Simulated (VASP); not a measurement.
Here is a VASP 6.6.1 calculation.

The input INCAR:

```
ALGO = Normal ; EDIFF = 1E-8
ENCUT = 520 ; GGA = PE
ISIF = 2 ; ISMEAR = -1
ISPIN = 2 ; LASPH = T
LCHARG = F ; LEFG = T
LMAXMIX = 4 ; LORBIT = 11
LREAL = F ; LWAVE = F
MAGMOM = 4 0 ; NBANDS = 20
NELM = 150 ; PREC = Accurate
SIGMA = 0.05
```

The input KPOINTS:

```
k-points
0
Gamma
  16 16 16
```

POSCAR

```
MnO
1.0
    0.0000000000      2.2367156606      2.2367156606
    2.2367156606      0.0000000000      2.2367156606
    2.2367156606      2.2367156606      0.0000000000
Mn O
1 1
Direct
    0.0000000000      0.0000000000      0.0000000000
    0.5000000000      0.5000000000      0.5000000000
```

Potentials or basis: VASP PAW PBE potentials, release 64 (Mn_pv, O).

Run with:

```sh
$ cat potpaw_PBE.64/Mn_pv/POTCAR potpaw_PBE.64/O/POTCAR > POTCAR
$ mpirun -np 1 vasp_std > vasp.out
```

Question: What does it give for the net moment?

Answer: 4.81 μB per cell.

Question: Estimate the site moments.

Answer: Mn +4.36; O +0.20 μB.

Caveat: a cell with one magnetic atom can't hold antiferromagnetic order, which such compounds often take.
